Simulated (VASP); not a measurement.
Cl, 16 atoms in the cell. The cell holds an amorphous packing of atoms, 16 atoms: a = 8.434 Å, b = 8.434 Å, c = 8.434 Å, α = 90.00°, β = 90.00°, γ = 90.00°. 

* Program: VASP 6.6.1
* Task: single point
* Functional: PBE
* Dispersion: D3(BJ)
* Potentials or basis: VASP PAW PBE potentials, release 64 (Cl)
* Cutoff: 520 eV
* k mesh: 1 × 1 × 1
* Occupations: fermi-dirac, width 0.05 eV
* Spin: no spin polarisation
* Dipole correction: no
* Further INCAR settings: LREAL = Auto; ALGO = Normal; EDIFF = 1e-06; NBANDS = 70

Potentials or basis: VASP PAW PBE potentials, release 64 (Cl).

The run is started by

```bash
$ cat potpaw_PBE.64/Cl/POTCAR > POTCAR
$ mpirun -np 1 vasp_gam > vasp.out
```

Hardware: 1 thread of Intel(R) Xeon(R) Platinum 8375C CPU @ 2.90GHz (Ice Lake), with other jobs on the host.

Estimate the wall time of this run.

Wall time 62 s on 1 thread of Intel(R) Xeon(R) Platinum 8375C CPU @ 2.90GHz (Ice Lake) (shared host), peak memory 0.49 GiB. Counts: scf iterations 17, k points 1.
